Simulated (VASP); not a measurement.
# BaO (Fm-3m) in VASP: a series of runs

The runs below take BaO through single point, with PBE.

Program: VASP 6.6.1. These are calculated values, not measurements. Logs are shortened: lines on timing, memory, paths and dates and some standing lists are left out, and cuts for length are marked.

**1. The cell of the first run**

The structure is cubic, space group Fm-3m (No. 225). Conventional cell: a = 5.445 Å, b = 5.445 Å, c = 5.445 Å, α = 90.00°, β = 90.00°, γ = 90.00°. Ba (site symmetry m-3m) has 6 O at 2.72 Å within 3.6 Å. Within 3.6 Å of O (site symmetry m-3m) lie 6 Ba at 2.72 Å.

**2. Single point, PBE (strained)**

Contents of INCAR:

```
SYSTEM = BaO
PREC     = Accurate       ! precision mode
ENCUT    = 600            ! plane-wave cutoff, eV
EDIFF    = 1E-6           ! SCF threshold, eV
ISMEAR   = 0              ! smearing method
SIGMA    = 0.02           ! smearing width, eV
LREAL    = .FALSE.        ! projectors in reciprocal space
LASPH    = .TRUE.         ! aspherical terms in the spheres
NELM     = 120            ! most SCF steps
ALGO     = Normal         ! electronic algorithm
ISIF     = 2              ! what is computed and relaxed
LWAVE    = .FALSE.        ! write WAVECAR
LCHARG   = .TRUE.         ! write CHGCAR
GGA      = PE             ! functional
LELF     = .TRUE.         ! ELF
LVHAR    = .TRUE.       
NBANDS   = 15             ! bands
GGA_COMPAT= .FALSE.
```

Contents of KPOINTS:

```
regular mesh
0
G
  8 8 8
  0 0 0
```

Contents of POSCAR:

```
BaO
1.0
    0.0000000000      2.7223075000      2.7223075000
    2.7223075000      0.0000000000      2.7223075000
    2.7223075000      2.7223075000      0.0000000000
Ba O
1 1
Direct
    0.0000000000      0.0000000000      0.0000000000
    0.5000000000      0.5000000000      0.5000000000
```

Potentials or basis: VASP PAW PBE potentials, release 64 (Ba_sv, O).

Started as:

```
> cat potpaw_PBE.64/Ba_sv/POTCAR potpaw_PBE.64/O/POTCAR > POTCAR
> mpirun -np 1 vasp_std > vasp.out
```

OUTCAR:

```text
SYSTEM = BaO
   PREC = Accurate
   ENCUT = 600
   EDIFF = 1E-6
   ISMEAR = 0
   LREAL = .FALSE.
   LASPH = .TRUE.
   NELM = 120
   ISIF = 2
   GGA = PE

 ion  position               nearest neighbor table
   1  0.000  0.000  0.000-   2 2.72   2 2.72   2 2.72   2 2.72   2 2.72   2 2.72
   2  0.500  0.500  0.500-   1 2.72   1 2.72   1 2.72   1 2.72   1 2.72   1 2.72

  LATTYP: Found a face centered cubic cell.
 ALAT       =     5.4446150000

  Lattice vectors:

 A1 = (   0.0000000000,   2.7223075000,   2.7223075000)
 A2 = (   2.7223075000,   0.0000000000,   2.7223075000)
 A3 = (   2.7223075000,   2.7223075000,   0.0000000000)

Analysis of symmetry for initial positions (statically):
=====================================================================
 Subroutine PRICEL returns:
 Original cell was already a primitive cell.

 Routine SETGRP: Setting up the symmetry group for a
 face centered cubic supercell.

 Subroutine GETGRP returns: Found 48 space group operations
 (whereof 48 operations were pure point group operations)
 out of a pool of 48 trial point group operations.

The static configuration has the point symmetry O_h .

Analysis of symmetry for dynamics (positions and initial velocities):
=====================================================================
 Subroutine PRICEL returns:
 Original cell was already a primitive cell.

 Routine SETGRP: Setting up the symmetry group for a
 face centered cubic supercell.

 Subroutine GETGRP returns: Found 48 space group operations
 (whereof 48 operations were pure point group operations)
 out of a pool of 48 trial point group operations.

The dynamic configuration has the point symmetry O_h .

 Subroutine INISYM returns: Found 48 space group operations
 (whereof 48 operations are pure point group operations),
 and found     1 'primitive' translations

----------------------------------------------------------------------------------------

                                     Primitive cell

  volume of cell :      40.3498

  direct lattice vectors                    reciprocal lattice vectors
     0.000000000  2.722307500  2.722307500    -0.183667716  0.183667716  0.183667716
     2.722307500  0.000000000  2.722307500     0.183667716 -0.183667716  0.183667716
     2.722307500  2.722307500  0.000000000     0.183667716  0.183667716 -0.183667716

  length of vectors
     3.849924187  3.849924187  3.849924187     0.318121815  0.318121815  0.318121815

  position of ions in fractional coordinates (direct lattice)
     0.000000000  0.000000000  0.000000000
     0.500000000  0.500000000  0.500000000

  ion indices of the primitive-cell ions
   primitive index   ion index
                 1           1
                 2           2

----------------------------------------------------------------------------------------

 KPOINTS: regular mesh

Automatic generation of k-mesh.
 Grid dimensions read from file:
 generate k-points for:    8    8    8

 Generating k-lattice:

  Cartesian coordinates                     Fractional coordinates (reciprocal lattice)
    -0.022958464  0.022958464  0.022958464     0.125000000  0.000000000  0.000000000
     0.022958464 -0.022958464  0.022958464     0.000000000  0.125000000  0.000000000
     0.022958464  0.022958464 -0.022958464     0.000000000  0.000000000  0.125000000

  Length of vectors
     0.039765227  0.039765227  0.039765227

  Shift w.r.t. Gamma in fractional coordinates (k-lattice)
     0.000000000  0.000000000  0.000000000

 Subroutine IBZKPT returns following result:
 ===========================================

 Found     29 irreducible k-points:

 Following reciprocal coordinates:
            Coordinates               Weight
  0.000000  0.000000  0.000000      1.000000
  0.125000  0.000000  0.000000      8.000000
  0.250000  0.000000  0.000000      8.000000
  0.375000  0.000000  0.000000      8.000000
  0.500000  0.000000  0.000000      4.000000
  0.125000  0.125000  0.000000      6.000000
[... 16 lines left out ...]
  0.500000  0.250000  0.125000     48.000000
 -0.375000  0.250000  0.125000     24.000000
 [... further k-points ...]
   k-points           NKPTS =     29   k-points in BZ     NKDIM =     29   number of bands    NBANDS=     15
   number of dos      NEDOS =    301   number of ions     NIONS =      2
   total plane-waves  NPLWV =  32768
   dimension x,y,z NGX =    32 NGY =   32 NGZ =   32
   dimension x,y,z NGXF=    64 NGYF=   64 NGZF=   64
   ions per type =               1   1
   NGX,Y,Z   is equivalent  to a cutoff of  13.82, 13.82, 13.82 a.u.
   NGXF,Y,Z  is equivalent  to a cutoff of  27.64, 27.64, 27.64 a.u.
 SYSTEM =  BaO
   PREC   = accura    normal or accurate (medium, high low for compatibility)
   ISTART =      0    job   : 0-new  1-cont  2-samecut
   ICHARG =      2    charge: 1-file 2-atom 10-const
   ISPIN  =      1    spin polarized calculation?
   LNONCOLLINEAR =      F non collinear calculations
   LSORBIT =      F    spin-orbit coupling
   LASPH  =      T    aspherical Exc in radial PAW
   ENCUT  =  600.0 eV  44.10 Ry    6.64 a.u.   7.69  7.69  7.69*2*pi/ulx,y,z
   NELM   =    120;   NELMIN=  2; NELMDL= -5     # of ELM steps
   EDIFF  = 0.1E-05   stopping-criterion for ELM
   LREAL  =      F    real-space projection
   EDIFFG = 0.1E-04   stopping-criterion for IOM
   NSW    =      0    number of steps for IOM
   IBRION =     -1    ionic relax: 0-MD 1-quasi-New 2-CG
   NFREE  =      0    steps in history (QN), initial steepest desc. (CG)
   ISIF   =      2    stress and relaxation
   ISYM   =      2    0-nonsym 1-usesym 2-fastsym
   POTIM  = 0.5000    time-step for ionic-motion
   TEBEG  =    0.0;   TEEND  =   0.0 temperature during run
   PSTRESS=    0.0 pullay stress
   NELECT =      16.0000    total number of electrons
   NUPDOWN=      -1.0000    fix difference up-down
   EMIN   =  10.00;   EMAX   =-10.00  energy-range for DOS
   EFERMI =   0.00;   METHOD = LEGACY
   ISMEAR =     0;   SIGMA  =   0.02  broadening in eV -4-tet -1-fermi 0-gaus
   EFERMI_NEDOS =   21; number of points for ismear=-14 and -15
   IALGO  =     38    algorithm
   IMIX   =      4    mixing-type and parameters
     AMIX     =   0.40;   BMIX     =  1.00
     AMIX_MAG =   1.60;   BMIX_MAG =  1.00
  volume/ion in A,a.u.               =      20.17       136.15
  Fermi-wavevector in a.u.,A,eV,Ry     =   1.202729  2.272828 19.681591  1.446556
  Thomas-Fermi vector in A             =   2.338502
   LORBIT       =      0    0 simple, 1 ext, 2 COOP (PROOUT), +10 PAW based schemes
   GGA     = PE    functional components
   LHFCALC =     F    Hartree Fock is set to
   AEXX    =    0.0000 exact exchange contribution
   IVDW    =     0    specifies the selected vdW correction
   LEPSILON=     F    determine dielectric tensor
   LRPA    =     F    only Hartree local field effects (RPA)
 non-spin polarized calculation
 Gauss-broadening in eV      SIGMA  =   0.02
  energy-cutoff  :      600.00
  volume of cell :       40.35
 maximum number of plane-waves:      1365
   NGX = 15   NGY = 15   NGZ = 15

 number of electron      15.9999998 magnetization

 Free energy of the ion-electron system (eV)
  ---------------------------------------------------
  ext. energy  EPLUGINS =         0.00000000
  ---------------------------------------------------
  free energy    TOTEN  =       -11.72267882 eV

  energy without entropy =      -11.72267882  energy(sigma->0) =      -11.72267882

 E-fermi :   2.3503     XC(G=0):  -9.8602

 val. band max:        2.2574930430   @ k =   0.5000   0.5000   0.0000
 cond. band min:       4.0400646312   @ k =   0.5000   0.5000   0.0000
 fundamental gap:      1.7825715882
 Fermi energy:         2.3503441036

 k-point     1 :       0.0000    0.0000    0.0000
  band No.  band energies     occupation
      1     -23.6834      2.00000
      2     -12.9240      2.00000
      3      -8.0846      2.00000
      4      -8.0846      2.00000
      5      -8.0846      2.00000
      6       1.7701      2.00000
      7       1.7701      2.00000
      8       1.7701      2.00000
      9       6.0205      0.00000
     10       6.8934      0.00000
     11       6.8934      0.00000
     12       6.8934      0.00000
     13       9.2928      0.00000
     14       9.2928      0.00000
     15      12.2505      0.00000

 k-point     2 :       0.1250    0.0000    0.0000
  band No.  band energies     occupation
      1     -23.6387      2.00000
      2     -13.0508      2.00000
      3      -8.1232      2.00000
      4      -8.1047      2.00000
      5      -8.1047      2.00000
      6       1.4242      2.00000
      7       1.5494      2.00000
      8       1.5494      2.00000
      9       6.6205      0.00000
     10       6.8329      0.00000
     11       7.2009      0.00000
     12       7.2009      0.00000
     13       9.7280      0.00000
     14       9.7280      0.00000
     15      13.2613      0.00000

 k-point     3 :       0.2500    0.0000    0.0000
  band No.  band energies     occupation
      1     -23.5275      2.00000
      2     -13.3576      2.00000
      3      -8.2091      2.00000
      4      -8.1518      2.00000
      5      -8.1518      2.00000
      6       0.7693      2.00000
      7       1.0821      2.00000
      8       1.0821      2.00000
      9       6.6937      0.00000
     10       8.0350      0.00000
     11       8.0350      0.00000
     12       8.3264      0.00000
     13      10.7997      0.00000
     14      10.7997      0.00000
     15      15.4604      0.00000
[... 343 lines left out ...]
 k-point    23 :       0.5000    0.2500    0.1250
  band No.  band energies     occupation
      1     -23.3556      2.00000
      2     -13.5475      2.00000
      3      -8.7895      2.00000
      4      -8.6292      2.00000
      5      -8.2122      2.00000
      6       0.6292      2.00000
      7       0.8861      2.00000
      8       1.5908      2.00000
      9       6.3368      0.00000
     10       8.3718      0.00000
     11       9.8048      0.00000
     12       9.9545      0.00000
     13      12.0645      0.00000
     14      13.6144      0.00000
     15      15.4154      0.00000

 k-point    24 :      -0.3750    0.2500    0.1250
  band No.  band energies     occupation
      1     -23.3167      2.00000
      2     -13.6073      2.00000
      3      -8.8098      2.00000
      4      -8.8026      2.00000
      5      -8.2001      2.00000
      6       0.5034      2.00000
      7       1.1950      2.00000
      8       1.2471      2.00000
      9       7.1222      0.00000
     10       7.7511      0.00000
     11      10.2856      0.00000
     12      10.3953      0.00000
     13      12.6619      0.00000
     14      14.3879      0.00000
     15      14.8072      0.00000

 [... further k-points ...]

------------------------ aborting loop because EDIFF is reached ----------------------------------------

  FORCE on cell =-STRESS in cart. coord.  units (eV):
  Direction    XX          YY          ZZ          XY          YZ          ZX
  --------------------------------------------------------------------------------------
  -------------------------------------------------------------------------------------
  Total        1.9461147      1.9461147      1.9461147     -0.0000000      0.0000000      0.0000000
  in kB       77.2747264     77.2747264     77.2747264     -0.0000000      0.0000000      0.0000000
  external PRESSURE =      77.2747264 kB  Pullay stress =       0.0000000 kB

 VOLUME and BASIS-vectors are now :
 -----------------------------------------------------------------------------
  energy-cutoff  :      600.00
  volume of cell :       40.35
      direct lattice vectors                 reciprocal lattice vectors
     0.000000000  2.722307500  2.722307500    -0.183667716  0.183667716  0.183667716
     2.722307500  0.000000000  2.722307500     0.183667716 -0.183667716  0.183667716
     2.722307500  2.722307500  0.000000000     0.183667716  0.183667716 -0.183667716

 POSITION                                       TOTAL-FORCE (eV/Angst)
 -----------------------------------------------------------------------------------
      0.00000      0.00000      0.00000        -0.000000     -0.000000      0.000000
      2.72231      2.72231      2.72231         0.000000      0.000000     -0.000000
 -----------------------------------------------------------------------------------
    total drift:                                0.000000     -0.000000      0.000000

  FREE ENERGIE OF THE ION-ELECTRON SYSTEM (eV)
  ---------------------------------------------------
  free  energy   TOTEN  =       -11.7226788209 eV

  energy  without entropy=      -11.7226788209  energy(sigma->0) =      -11.72267882
```

Run time: 53 s. Hardware: 1 thread of AMD EPYC 7R13, shared host; peak memory 0.15 GiB.

Results:

| Property | Result |
| --- | --- |
| Free energy | -11.7227 eV |
| Pressure | 7.7 GPa |
| Band gap on the k mesh | 1.78 eV, direct |

Levels at points of the mesh, in eV from the valence-band top:
```
           k point  band 6  band 7  band 8  band 9  band 10  band 11
(0.00, 0.00, 0.00)   -0.49   -0.49   -0.49    3.76     4.64     4.64
(0.50, 0.00, 0.00)   -2.21   -1.73   -1.73    4.97     7.29     7.29
(0.50, 0.50, 0.00)   -0.24   -0.24    0.00    1.78     6.17     9.11
```

Caveat: the cell differs from its parent crystal (strained); spin-orbit coupling is left out, which moves the levels of the heavy elements.

**3. Single point, PBE (strained)**

Contents of INCAR:

```
SYSTEM = BaO
PREC = Accurate ; ENCUT = 600
EDIFF = 1E-6 ; ISMEAR = 0
SIGMA = 0.02 ; LREAL = .False.
LASPH = .True. ; NELM = 120
ALGO = Normal ; ISIF = 2
LWAVE = .False. ; LCHARG = .False.
GGA = PE ; NBANDS = 15
GGA_COMPAT = .False.
```

Contents of KPOINTS:

```
Automatic mesh
0
Gamma
  8 8 8
  0 0 0
```

Contents of POSCAR:

```
BaO
1.0
    0.0000000000      2.8738875000      2.8738875000
    2.8738875000      0.0000000000      2.8738875000
    2.8738875000      2.8738875000      0.0000000000
Ba O
1 1
Direct
    0.0000000000      0.0000000000      0.0000000000
    0.5000000000      0.5000000000      0.5000000000
```

Potentials or basis: VASP PAW PBE potentials, release 64 (Ba_sv, O).

Started as:

```
> cat potpaw_PBE.64/Ba_sv/POTCAR potpaw_PBE.64/O/POTCAR > POTCAR
> mpirun -np 1 vasp_std > vasp.out
```

OUTCAR:

```text
SYSTEM = BaO
   PREC = Accurate
   ENCUT = 600
   EDIFF = 1E-6
   ISMEAR = 0
   LREAL = .False.
   LASPH = .True.
   NELM = 120
   ISIF = 2
   GGA = PE

 ion  position               nearest neighbor table
   1  0.000  0.000  0.000-   2 2.87   2 2.87   2 2.87   2 2.87   2 2.87   2 2.87
   2  0.500  0.500  0.500-   1 2.87   1 2.87   1 2.87   1 2.87   1 2.87   1 2.87

  LATTYP: Found a face centered cubic cell.
 ALAT       =     5.7477750000

  Lattice vectors:

 A1 = (   0.0000000000,   2.8738875000,   2.8738875000)
 A2 = (   2.8738875000,   0.0000000000,   2.8738875000)
 A3 = (   2.8738875000,   2.8738875000,   0.0000000000)

Analysis of symmetry for initial positions (statically):
=====================================================================
 Subroutine PRICEL returns:
 Original cell was already a primitive cell.

 Routine SETGRP: Setting up the symmetry group for a
 face centered cubic supercell.

 Subroutine GETGRP returns: Found 48 space group operations
 (whereof 48 operations were pure point group operations)
 out of a pool of 48 trial point group operations.

The static configuration has the point symmetry O_h .

Analysis of symmetry for dynamics (positions and initial velocities):
[... 179 lines left out ...]
     12       5.8683      0.00000
     13       7.8685      0.00000
     14       7.8685      0.00000
[... 401 lines left out ...]
      2     -13.9083      2.00000
      3      -9.9528      2.00000
      4      -9.9424      2.00000
      5      -9.5970      2.00000
      6       0.0138      2.00000
      7       0.5012      2.00000
      8       0.5746      2.00000
      9       5.9206      0.00000
     10       6.4817      0.00000
     11       8.3937      0.00000
     12       8.6139      0.00000
     13      10.4960      0.00000
     14      12.1022      0.00000
     15      12.3659      0.00000

 [... further k-points ...]

------------------------ aborting loop because EDIFF is reached ----------------------------------------

  FORCE on cell =-STRESS in cart. coord.  units (eV):
  Direction    XX          YY          ZZ          XY          YZ          ZX
  --------------------------------------------------------------------------------------
  -------------------------------------------------------------------------------------
  Total       -1.2218113     -1.2218113     -1.2218113     -0.0000000     -0.0000000      0.0000000
  in kB      -41.2358946    -41.2358946    -41.2358946     -0.0000000     -0.0000000      0.0000000
  external PRESSURE =     -41.2358946 kB  Pullay stress =       0.0000000 kB

 VOLUME and BASIS-vectors are now :
 -----------------------------------------------------------------------------
  energy-cutoff  :      600.00
  volume of cell :       47.47
      direct lattice vectors                 reciprocal lattice vectors
     0.000000000  2.873887500  2.873887500    -0.173980366  0.173980366  0.173980366
     2.873887500  0.000000000  2.873887500     0.173980366 -0.173980366  0.173980366
     2.873887500  2.873887500  0.000000000     0.173980366  0.173980366 -0.173980366

 POSITION                                       TOTAL-FORCE (eV/Angst)
 -----------------------------------------------------------------------------------
      0.00000      0.00000      0.00000         0.000000     -0.000000      0.000000
      2.87389      2.87389      2.87389         0.000000      0.000000      0.000000
 -----------------------------------------------------------------------------------
    total drift:                                0.000000     -0.000000      0.000000

  FREE ENERGIE OF THE ION-ELECTRON SYSTEM (eV)
  ---------------------------------------------------
  free  energy   TOTEN  =       -11.7692826943 eV

  energy  without entropy=      -11.7692826943  energy(sigma->0) =      -11.76928269
```

stdout:

```text
POSCAR found type information on POSCAR BaO
 POSCAR found :  2 types and       2 ions
 scaLAPACK will be used
 LDA part: xc-table for (Slater+PW92), standard interpolation
 POSCAR, INCAR and KPOINTS ok, starting setup
 FFT: planning ... GRIDC
 FFT: planning ... GRID_SOFT
 FFT: planning ... GRID
 WAVECAR not read
 entering main loop
```

It took 46 s on 1 thread of AMD EPYC 7R13, shared host; peak memory 0.16 GiB.

Results:

| Property | Result |
| --- | --- |
| Free energy | -11.7693 eV |
| Pressure | -4.1 GPa |
| Band gap on the k mesh | 2.29 eV, direct |

Levels at points of the mesh, in eV from the valence-band top:
```csv
k point,band 5,band 6,band 7,band 8,band 9,band 10,band 11,band 12
"(0.00, 0.00, 0.00)",-10.67,-0.09,-0.09,-0.09,3.09,4.70,4.70,4.70
"(0.50, 0.00, 0.00)",-10.77,-1.59,-1.02,-1.02,4.78,6.81,6.81,7.56
"(0.50, 0.50, 0.00)",-11.08,-0.01,-0.01,0.00,2.29,5.54,8.38,8.71
```

Caveat: the cell differs from its parent crystal (strained); spin-orbit coupling is left out, which moves the levels of the heavy elements. A k mesh can miss the band edges.
